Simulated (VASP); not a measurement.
# MgO (klda) (Fm-3m) in VASP: a series of runs

MgO (klda) is run at these levels: LDA; tasks: single point.

All numbers are computed with VASP 6.6.1; they aren't measurements. Logs are shortened: lines on timing, memory, paths and dates and some standing lists are left out, and cuts for length are marked.

**The experiment to reproduce.**

“Electronic structure of alkaline earth and post-transition metal oxides”, 2009, arxiv:0908.1581 quotes, for a bulk crystal of MgO: band gap 7.83 eV.

The results are compared with them further down.

## (1) The cell of the first run

The structure is cubic, space group Fm-3m (No. 225). The conventional cell has a = 4.249 Å, b = 4.249 Å, c = 4.249 Å, α = 90.00°, β = 90.00°, γ = 90.00°. Within 2.8 Å of Mg (site symmetry m-3m) lie 6 O at 2.12 Å. Within 2.8 Å of O (site symmetry m-3m) lie 6 Mg at 2.12 Å.

## (2) Single point, LDA

INCAR reads:

```
SYSTEM = MgO
PREC = Accurate
ENCUT = 520
EDIFF = 1E-7
ISMEAR = 0
SIGMA = 0.1
LREAL = .FALSE.
LASPH = .TRUE.
NELM = 80
ALGO = Normal
ISIF = 2
LWAVE = .FALSE.
LCHARG = .TRUE.
GGA = CA
LELF = .TRUE.
LVHAR = .TRUE.
NBANDS = 11
```

KPOINTS reads:

```
regular mesh
0
G
  8 8 8
  0 0 0
```

POSCAR reads:

```
MgO
1.0
    0.0000000000      2.1245000000      2.1245000000
    2.1245000000      0.0000000000      2.1245000000
    2.1245000000      2.1245000000      0.0000000000
Mg O
1 1
Direct
    0.0000000000      0.0000000000      0.0000000000
    0.5000000000      0.5000000000      0.5000000000
```

Potentials or basis: VASP PAW LDA potentials, release 64 (Mg, O).

Command:

```console
> cat potpaw_LDA.64/Mg/POTCAR potpaw_LDA.64/O/POTCAR > POTCAR
> mpirun -np 1 vasp_std > vasp.out
```

OUTCAR:

```text
SYSTEM = MgO
   PREC = Accurate
   ENCUT = 520
   EDIFF = 1E-7
   ISMEAR = 0
   LREAL = .FALSE.
   LASPH = .TRUE.
   NELM = 80
   ISIF = 2
   GGA = CA

 ion  position               nearest neighbor table
   1  0.000  0.000  0.000-   2 2.12   2 2.12   2 2.12   2 2.12   2 2.12   2 2.12
   2  0.500  0.500  0.500-   1 2.12   1 2.12   1 2.12   1 2.12   1 2.12   1 2.12

  LATTYP: Found a face centered cubic cell.
 ALAT       =     4.2490000000

  Lattice vectors:

 A1 = (   0.0000000000,   2.1245000000,   2.1245000000)
 A2 = (   2.1245000000,   0.0000000000,   2.1245000000)
 A3 = (   2.1245000000,   2.1245000000,   0.0000000000)

Analysis of symmetry for initial positions (statically):
=====================================================================
 Subroutine PRICEL returns:
 Original cell was already a primitive cell.

 Routine SETGRP: Setting up the symmetry group for a
 face centered cubic supercell.

 Subroutine GETGRP returns: Found 48 space group operations
 (whereof 48 operations were pure point group operations)
 out of a pool of 48 trial point group operations.

The static configuration has the point symmetry O_h .

Analysis of symmetry for dynamics (positions and initial velocities):
=====================================================================
 Subroutine PRICEL returns:
 Original cell was already a primitive cell.

 Routine SETGRP: Setting up the symmetry group for a
 face centered cubic supercell.

 Subroutine GETGRP returns: Found 48 space group operations
 (whereof 48 operations were pure point group operations)
 out of a pool of 48 trial point group operations.

The dynamic configuration has the point symmetry O_h .

 Subroutine INISYM returns: Found 48 space group operations
 (whereof 48 operations are pure point group operations),
 and found     1 'primitive' translations

----------------------------------------------------------------------------------------

                                     Primitive cell

  volume of cell :      19.1779

  direct lattice vectors                    reciprocal lattice vectors
     0.000000000  2.124500000  2.124500000    -0.235349494  0.235349494  0.235349494
     2.124500000  0.000000000  2.124500000     0.235349494 -0.235349494  0.235349494
     2.124500000  2.124500000  0.000000000     0.235349494  0.235349494 -0.235349494

  length of vectors
     3.004496713  3.004496713  3.004496713     0.407637281  0.407637281  0.407637281

  position of ions in fractional coordinates (direct lattice)
     0.000000000  0.000000000  0.000000000
     0.500000000  0.500000000  0.500000000

  ion indices of the primitive-cell ions
   primitive index   ion index
                 1           1
                 2           2

----------------------------------------------------------------------------------------

 KPOINTS: regular mesh

Automatic generation of k-mesh.
 Grid dimensions read from file:
 generate k-points for:    8    8    8

 Generating k-lattice:

  Cartesian coordinates                     Fractional coordinates (reciprocal lattice)
    -0.029418687  0.029418687  0.029418687     0.125000000  0.000000000  0.000000000
     0.029418687 -0.029418687  0.029418687     0.000000000  0.125000000  0.000000000
     0.029418687  0.029418687 -0.029418687     0.000000000  0.000000000  0.125000000

  Length of vectors
     0.050954660  0.050954660  0.050954660

  Shift w.r.t. Gamma in fractional coordinates (k-lattice)
     0.000000000  0.000000000  0.000000000

 Subroutine IBZKPT returns following result:
 ===========================================

 Found     29 irreducible k-points:

 Following reciprocal coordinates:
            Coordinates               Weight
  0.000000  0.000000  0.000000      1.000000
  0.125000  0.000000  0.000000      8.000000
  0.250000  0.000000  0.000000      8.000000
  0.375000  0.000000  0.000000      8.000000
  0.500000  0.000000  0.000000      4.000000
  0.125000  0.125000  0.000000      6.000000
[... 16 lines left out ...]
  0.500000  0.250000  0.125000     48.000000
 -0.375000  0.250000  0.125000     24.000000
 [... further k-points ...]
   k-points           NKPTS =     29   k-points in BZ     NKDIM =     29   number of bands    NBANDS=     11
   number of dos      NEDOS =    301   number of ions     NIONS =      2
   total plane-waves  NPLWV =  13824
   dimension x,y,z NGX =    24 NGY =   24 NGZ =   24
   dimension x,y,z NGXF=    48 NGYF=   48 NGZF=   48
   ions per type =               1   1
   NGX,Y,Z   is equivalent  to a cutoff of  13.28, 13.28, 13.28 a.u.
   NGXF,Y,Z  is equivalent  to a cutoff of  26.56, 26.56, 26.56 a.u.
 SYSTEM =  MgO
   PREC   = accura    normal or accurate (medium, high low for compatibility)
   ISTART =      0    job   : 0-new  1-cont  2-samecut
   ICHARG =      2    charge: 1-file 2-atom 10-const
   ISPIN  =      1    spin polarized calculation?
   LNONCOLLINEAR =      F non collinear calculations
   LSORBIT =      F    spin-orbit coupling
   LASPH  =      T    aspherical Exc in radial PAW
   ENCUT  =  520.0 eV  38.22 Ry    6.18 a.u.   5.59  5.59  5.59*2*pi/ulx,y,z
   NELM   =     80;   NELMIN=  2; NELMDL= -5     # of ELM steps
   EDIFF  = 0.1E-06   stopping-criterion for ELM
   LREAL  =      F    real-space projection
   EDIFFG = 0.1E-05   stopping-criterion for IOM
   NSW    =      0    number of steps for IOM
   IBRION =     -1    ionic relax: 0-MD 1-quasi-New 2-CG
   NFREE  =      0    steps in history (QN), initial steepest desc. (CG)
   ISIF   =      2    stress and relaxation
   ISYM   =      2    0-nonsym 1-usesym 2-fastsym
   POTIM  = 0.5000    time-step for ionic-motion
   TEBEG  =    0.0;   TEEND  =   0.0 temperature during run
   PSTRESS=    0.0 pullay stress
   NELECT =       8.0000    total number of electrons
   NUPDOWN=      -1.0000    fix difference up-down
   EMIN   =  10.00;   EMAX   =-10.00  energy-range for DOS
   EFERMI =   0.00;   METHOD = LEGACY
   ISMEAR =     0;   SIGMA  =   0.10  broadening in eV -4-tet -1-fermi 0-gaus
   EFERMI_NEDOS =   21; number of points for ismear=-14 and -15
   IALGO  =     38    algorithm
   IMIX   =      4    mixing-type and parameters
     AMIX     =   0.40;   BMIX     =  1.00
     AMIX_MAG =   1.60;   BMIX_MAG =  1.00
  volume/ion in A,a.u.               =       9.59        64.71
  Fermi-wavevector in a.u.,A,eV,Ry     =   1.223221  2.311552 20.357968  1.496268
  Thomas-Fermi vector in A             =   2.358339
   LORBIT       =      0    0 simple, 1 ext, 2 COOP (PROOUT), +10 PAW based schemes
   GGA     = CA    functional components
   LHFCALC =     F    Hartree Fock is set to
   AEXX    =    0.0000 exact exchange contribution
   IVDW    =     0    specifies the selected vdW correction
   LEPSILON=     F    determine dielectric tensor
   LRPA    =     F    only Hartree local field effects (RPA)
 non-spin polarized calculation
 Gauss-broadening in eV      SIGMA  =   0.10
  energy-cutoff  :      520.00
  volume of cell :       19.18
 maximum number of plane-waves:       534
 NGX is ok and might be reduce to    24
   NGX = 11   NGY = 11   NGZ = 11

 number of electron       8.0000004 magnetization

 Free energy of the ion-electron system (eV)
  ---------------------------------------------------
  ext. energy  EPLUGINS =         0.00000000
  ---------------------------------------------------
  free energy    TOTEN  =       -13.39574795 eV

  energy without entropy =      -13.39574795  energy(sigma->0) =      -13.39574795

 E-fermi :   3.1225     XC(G=0): -11.4661

 val. band max:        2.6846574421   @ k =   0.0000   0.0000   0.0000
 cond. band min:       7.0900635096   @ k =   0.0000   0.0000   0.0000
 fundamental gap:      4.4054060675
 Fermi energy:         3.1224768406

 k-point     1 :       0.0000    0.0000    0.0000
  band No.  band energies     occupation
      1     -14.1825      2.00000
      2       2.6847      2.00000
      3       2.6847      2.00000
      4       2.6847      2.00000
      5       7.0901      0.00000
      6      18.0673      0.00000
      7      18.0673      0.00000
      8      18.0673      0.00000
      9      22.0241      0.00000
     10      23.6350      0.00000
     11      23.6350      0.00000

 k-point     2 :       0.1250    0.0000    0.0000
  band No.  band energies     occupation
      1     -14.0198      2.00000
      2       1.7274      2.00000
      3       2.5842      2.00000
      4       2.5842      2.00000
      5       8.0008      0.00000
      6      16.4247      0.00000
      7      18.4083      0.00000
      8      18.4083      0.00000
      9      22.5915      0.00000
     10      22.5915      0.00000
     11      24.0172      0.00000

 k-point     3 :       0.2500    0.0000    0.0000
  band No.  band energies     occupation
      1     -13.5961      2.00000
      2       0.0377      2.00000
      3       2.3526      2.00000
      4       2.3526      2.00000
      5       9.4275      0.00000
      6      14.8733      0.00000
      7      18.8331      0.00000
      8      18.8331      0.00000
      9      22.2090      0.00000
     10      22.2090      0.00000
     11      23.9043      0.00000

 k-point     4 :       0.3750    0.0000    0.0000
  band No.  band energies     occupation
      1     -13.1172      2.00000
      2      -1.3551      2.00000
      3       2.1349      2.00000
      4       2.1349      2.00000
      5      10.1494      0.00000
      6      14.6089      0.00000
      7      18.5991      0.00000
      8      18.5991      0.00000
      9      23.1469      0.00000
     10      23.5088      0.00000
     11      23.5088      0.00000
[... 239 lines left out ...]
 k-point    22 :       0.3750    0.2500    0.1250
  band No.  band energies     occupation
      1     -13.2918      2.00000
      2      -0.3112      2.00000
      3       1.5434      2.00000
      4       2.0811      2.00000
      5      10.7951      0.00000
      6      13.8466      0.00000
      7      17.1687      0.00000
      8      19.6111      0.00000
      9      20.2663      0.00000
     10      24.4979      0.00000
     11      27.6855      0.00000

 k-point    23 :       0.5000    0.2500    0.1250
  band No.  band energies     occupation
      1     -12.9137      2.00000
      2      -0.9954      2.00000
      3       0.9749      2.00000
      4       1.8319      2.00000
      5      11.8024      0.00000
      6      13.9553      0.00000
      7      16.0220      0.00000
      8      19.1977      0.00000
      9      21.7893      0.00000
     10      24.4396      0.00000
     11      27.9095      0.00000

 k-point    24 :      -0.3750    0.2500    0.1250
  band No.  band energies     occupation
      1     -12.7453      2.00000
      2      -1.2874      2.00000
      3       0.7708      2.00000
      4       1.7134      2.00000
      5      12.0031      0.00000
      6      14.4296      0.00000
      7      15.6106      0.00000
      8      18.9549      0.00000
      9      22.6341      0.00000
     10      24.0778      0.00000
     11      28.0600      0.00000

 [... further k-points ...]
[... 5 lines left out ...]
  --------------------------------------------------------------------------------------
  -------------------------------------------------------------------------------------
  Total       -1.3592168     -1.3592168     -1.3592168      0.0000000     -0.0000000      0.0000000
  in kB     -113.5531318   -113.5531318   -113.5531318      0.0000000     -0.0000000      0.0000000
  external PRESSURE =    -113.5531318 kB  Pullay stress =       0.0000000 kB

 VOLUME and BASIS-vectors are now :
 -----------------------------------------------------------------------------
  energy-cutoff  :      520.00
  volume of cell :       19.18
      direct lattice vectors                 reciprocal lattice vectors
     0.000000000  2.124500000  2.124500000    -0.235349494  0.235349494  0.235349494
     2.124500000  0.000000000  2.124500000     0.235349494 -0.235349494  0.235349494
     2.124500000  2.124500000  0.000000000     0.235349494  0.235349494 -0.235349494

 POSITION                                       TOTAL-FORCE (eV/Angst)
 -----------------------------------------------------------------------------------
      0.00000      0.00000      0.00000         0.000000      0.000000      0.000000
      2.12450      2.12450      2.12450        -0.000000     -0.000000      0.000000
 -----------------------------------------------------------------------------------
    total drift:                               -0.000000     -0.000000      0.000000

  FREE ENERGIE OF THE ION-ELECTRON SYSTEM (eV)
  ---------------------------------------------------
  free  energy   TOTEN  =       -13.3957479541 eV

  energy  without entropy=      -13.3957479541  energy(sigma->0) =      -13.39574795
```

Run time: 5 s. Hardware: 1 thread of Intel Xeon 6975P-C, shared host; peak memory 0.13 GiB.

What came out:

```
Free energy            : -13.3957 eV
Pressure               : -11.4 GPa
Band gap on the k mesh : 4.41 eV, direct
```

Levels at points of the mesh, in eV from the valence-band top:
```
           k point  band 1  band 2  band 3  band 4  band 5  band 6  band 7  band 8
(0.00, 0.00, 0.00)  -16.87    0.00    0.00    0.00    4.41   15.38   15.38   15.38
(0.50, 0.00, 0.00)  -15.58   -4.58   -0.64   -0.64    7.57   12.11   15.73   15.73
(0.50, 0.50, 0.00)  -15.32   -4.05   -1.34   -1.34    8.86    9.42   12.62   18.24
```

## (3) Single point, LDA

This run uses another cell than the first one, of 9.00 Å³/atom, 0.939 times its volume.

INCAR reads:

```
SYSTEM = MgO
PREC = Accurate
ENCUT = 520
EDIFF = 1E-6
ISMEAR = 0
SIGMA = 0.02
LREAL = .FALSE.
LASPH = .TRUE.
NELM = 100
ALGO = Normal
ISIF = 2
LWAVE = .FALSE.
LCHARG = .TRUE.
LELF = .TRUE.
LVHAR = .TRUE.
NBANDS = 11
```

KPOINTS reads:

```
regular mesh
0
G
  10 10 10
  0 0 0
```

POSCAR reads:

```
MgO
1.0
    0.0000000000      2.0803454603      2.0803454603
    2.0803454603      0.0000000000      2.0803454603
    2.0803454603      2.0803454603      0.0000000000
Mg O
1 1
Direct
    0.0000000000      0.0000000000      0.0000000000
    0.5000000000      0.5000000000      0.5000000000
```

Potentials or basis: VASP PAW LDA potentials, release 64 (Mg, O).

Command:

```console
> cat potpaw_LDA.64/Mg/POTCAR potpaw_LDA.64/O/POTCAR > POTCAR
> mpirun -np 1 vasp_std > vasp.out
```

It took 6.8 s on 1 thread of Intel Xeon 6975P-C, shared host; peak memory 0.13 GiB.

Results (log left out):

* Free energy: -13.4446 eV
* Pressure: -1.9 GPa
* Band gap on the k mesh: 5.02 eV, direct

Levels at points of the mesh, in eV from the valence-band top:
| k point | band 1 | band 2 | band 3 | band 4 | band 5 | band 6 | band 7 | band 8 |
| --- | --- | --- | --- | --- | --- | --- | --- | --- |
| (0.00, 0.00, 0.00) | -17.20 | 0.00 | 0.00 | 0.00 | 5.02 | 15.72 | 15.72 | 15.72 |
| (0.50, 0.00, 0.00) | -15.75 | -4.87 | -0.71 | -0.71 | 7.97 | 12.82 | 16.38 | 16.38 |
| (0.50, 0.50, 0.00) | -15.46 | -4.31 | -1.43 | -1.43 | 8.92 | 10.10 | 13.28 | 19.20 |

## (4) Against experiment

Step 3. Measured gap of MgO: 7.83 eV (quoted in “Electronic structure of alkaline earth and post-transition metal oxides”, 2009, arxiv:0908.1581). This calculation gives 5.02 eV (-2.81 eV). The value is that of LDA, without temperature or zero-point motion. Semilocal functionals fall short of measured gaps as a rule.
